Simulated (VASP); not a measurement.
Set up this calculation in VASP 6.6.1, as the native input.

* Task: single point
* Functional: PBEsol
* Potentials or basis: VASP PAW PBE potentials, release 64 (Al)
* Cutoff: 520 eV
* k mesh: 15 × 15 × 15
* Occupations: fermi-dirac, width 0.1 eV
* Spin: no spin polarisation
* Dipole correction: no
* Further INCAR settings: ALGO = Normal; EDIFF = 1e-06; NBANDS = 10

The structure of Al lies in POSCAR:

```
Al
1.0
    0.0000000000      2.9974046477      2.9974046477
    2.9974046477      0.0000000000      2.9974046477
    2.9974046477      2.9974046477      0.0000000000
Al
2
Direct
    0.1250000000      0.1250000000      0.1250000000
    0.8750000000      0.8750000000      0.8750000000
```

These files were run (other wordings do the same):

INCAR

```
SYSTEM = Al
PREC = Accurate
ENCUT = 520
EDIFF = 1E-6
ISMEAR = -1
SIGMA = 0.1
LREAL = .False.
LASPH = .True.
NELM = 100
ALGO = Normal
ISIF = 2
LWAVE = .False.
LCHARG = .False.
GGA = PS
NBANDS = 10
```

KPOINTS

```
regular mesh
0
Gamma
  15 15 15
  0 0 0
```

Potentials or basis: VASP PAW PBE potentials, release 64 (Al).

Command:

```sh
$ cat potpaw_PBE.64/Al/POTCAR > POTCAR
$ mpirun -np 1 vasp_std > vasp.out
```

Results of the run:

```yaml
Pressure: 0.1 GPa
Band_gap_on_the_k_mesh: zero (band 3 reaches 5.06 eV, above the bottom of band 4 at 1.70 eV)
```

Caveat: the PAW data sets were made with another functional, which shifts forces and pressure a little.

Wall time 22 s on 1 thread of Intel(R) Xeon(R) Platinum 8488C (Sapphire Rapids), with other jobs on the host, peak memory 0.19 GiB.
